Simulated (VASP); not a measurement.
InSe: single point with r2SCAN

InSe:

```
In Se
1.0
     4.04343    0.00000    0.00000
    -2.02172    3.50172    0.00000
     0.00000    0.00000   17.39354
In Se
4 4
Cartesian
  0.0000 2.3345 1.3984
  0.0000 2.3345 15.9951
  0.0000 0.0000 7.2982
  0.0000 0.0000 10.0953
  0.0000 2.3345 6.0395
  0.0000 2.3345 11.3541
  2.0217 1.1672 2.6572
  2.0217 1.1672 14.7363
```

```yaml
Program: VASP 6.6.1
Task: single point
Functional: r2SCAN
Potentials_or_basis: VASP PAW PBE potentials, release 64 (In_d, Se)
Cutoff: 520 eV
k_mesh: 8 × 8 × 2
Occupations: fermi-dirac, width 0.05 eV
Spin: no spin polarisation
Dipole_correction: no
Further_INCAR_settings: ALGO = Normal; EDIFF = 1e-07; NBANDS = 48
```

The pressure is 0.0 GPa, the largest force is 0.016 eV/Å and the band gap on the k mesh is 0.92 eV.

Forces on the atoms (eV/Å):
```
In   0.000  0.000 -0.004
In   0.000  0.000  0.004
In   0.000  0.000  0.004
In   0.000  0.000 -0.004
Se   0.000  0.000 -0.016
Se   0.000  0.000  0.016
Se   0.000  0.000  0.016
Se   0.000  0.000 -0.016
```

Levels at points of the mesh, in eV from the valence-band top:
```tsv
k point	band 36	band 37	band 38	band 39	band 40	band 41
(0.00, 0.00, 0.00)	-1.15	-1.15	0.00	0.92	1.88	2.57
(0.50, 0.00, 0.00)	-2.07	-1.67	-1.49	1.78	1.87	2.08
(0.00, 0.00, 0.50)	-1.17	-0.69	-0.67	1.48	1.51	2.59
(0.50, 0.00, 0.50)	-2.12	-1.58	-1.49	1.70	1.77	2.13
```

It took 50 min on 1 thread of Oxide Virtual Turin-like Processor (shared host), peak memory 0.45 GiB.

Caveat: the PAW data sets were made with another functional, which shifts forces and pressure a little; spin-orbit coupling is left out, which moves the levels of the heavy elements.
